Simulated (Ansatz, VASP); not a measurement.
One calculation of Ge, two programs

The input INCAR:

```
SYSTEM = Ge
PREC = Accurate ; ENCUT = 520
EDIFF = 1E-6 ; ISMEAR = 0
SIGMA = 0.15 ; LREAL = .False.
LASPH = .True. ; NELM = 80
ALGO = Normal ; ISIF = 2
LWAVE = .False. ; LCHARG = .False.
GGA = PS ; NBANDS = 21
```

Contents of KPOINTS:

```
Automatic mesh
0
Gamma
  14 14 14
  0 0 0
```

Contents of POSCAR:

```
Ge
1.0
    0.0000000000      2.9088082301      2.9088082301
    2.9088082301      0.0000000000      2.9088082301
    2.9088082301      2.9088082301      0.0000000000
Ge
2
Direct
    0.5049332919      0.4950667081      0.4950667081
    0.7450667081      0.7549332919      0.7549332919
```

Input for Ansatz:

```yaml
crystal:
  lattice:
    - [0.0, 2.9088082301, 2.9088082301]
    - [2.9088082301, 0.0, 2.9088082301]
    - [2.9088082301, 2.9088082301, 0.0]
  atoms:
    - { symbol: Ge, position: [0.5049332919, 0.4950667081, 0.4950667081] }
    - { symbol: Ge, position: [0.7450667081, 0.7549332919, 0.7549332919] }
basis:
  ecutwfc: 420
kpoints:
  mp_grid: { grid: [14, 14, 14] }
hamiltonian:
  xc: pbesol
  pseudopotentials: { kind: paw, azcp: { folder: soft_1 } }
scf:
  occupations: { method: gaussian, width: 0.15 }
output:
  forces: true
  stress: true
  eigenvalues: true
```

Change from the starting cell: mode 4 frozen in at -0.028 Å, equal normal strain along x, y and z +0.0250.

Alike in both runs: task single point; functional PBEsol; k mesh 14 × 14 × 14; occupations gaussian, width 0.15 eV; no spin polarisation.

|  | VASP | Ansatz |
| --- | --- | --- |
| version | VASP 6.6.1 | Ansatz 0.2.0 |
| potentials or method | VASP PAW PBE potentials, release 64 (Ge_d), cutoff 520 eV | scalar-relativistic, plane waves, PAW |
| valence electrons in the cell | 28 | 28 |

Ansatz gave:

* gap on the k mesh at the Fermi level (eV): none
* pressure (GPa): -4.0
* traceless stress, the component that is largest in VASP (GPa): -1.14
* rms of the force components (eV/Å): 0.294

Q: Estimate VASP's values.

A: gap on the k mesh at the Fermi level (eV): none; pressure (GPa): -4.1; traceless stress, the component that is largest in VASP (GPa): -1.13; rms of the force components (eV/Å): 0.293.

VASP's potentials were made for PBE, not for PBEsol, and Ansatz warns of the same on its side. Atom by atom the forces differ by 0.000 eV/Å (rms over components). A gap of «none» marks a metal or a gap that the smearing closes.
